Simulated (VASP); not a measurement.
Crystal: La2O3.

```
CELL_PARAMETERS angstrom
6.24023 0.00000 0.00000
-3.12012 5.40420 0.00000
0.00000 0.00000 3.22273
ATOMIC_POSITIONS crystal
La 0.66667 0.33333 0.49810
La 0.33333 0.66667 0.50190
O 0.50461 0.00000 0.00000
O 0.00000 0.50461 0.00000
O 0.49539 0.49539 0.00000
```

This cell differs from its parent crystal: volume scaled by 0.94.

Base run:

* Program: VASP 6.6.1
* Functional: PBEsol
* Potentials or basis: VASP PAW PBE potentials, release 64 (La, O)
* Cutoff: 520 eV
* k mesh: 5 × 5 × 8
* Occupations: fermi-dirac, width 0.05 eV
* Spin: no spin polarisation

Its results: band gap on the k mesh 1.24 eV, indirect (least direct gap 1.87 eV); pressure 2.9 GPa; largest force 0.026 eV/Å.

Q: The run is repeated on the same cell with these changes: functional from PBEsol to LDA; potentials or basis from VASP PAW PBE potentials, release 64 (La, O) to VASP PAW LDA potentials, release 64 (La, O). What comes out?

A: Band gap on the k mesh 1.16 eV, indirect (least direct gap 1.80 eV); pressure 0.7 GPa; largest force 0.033 eV/Å.

Caveats: spin-orbit coupling is left out, which moves the levels of the heavy elements; the PAW data sets were made with another functional, which shifts forces and pressure a little (some runs).

A k mesh can miss the band edges.
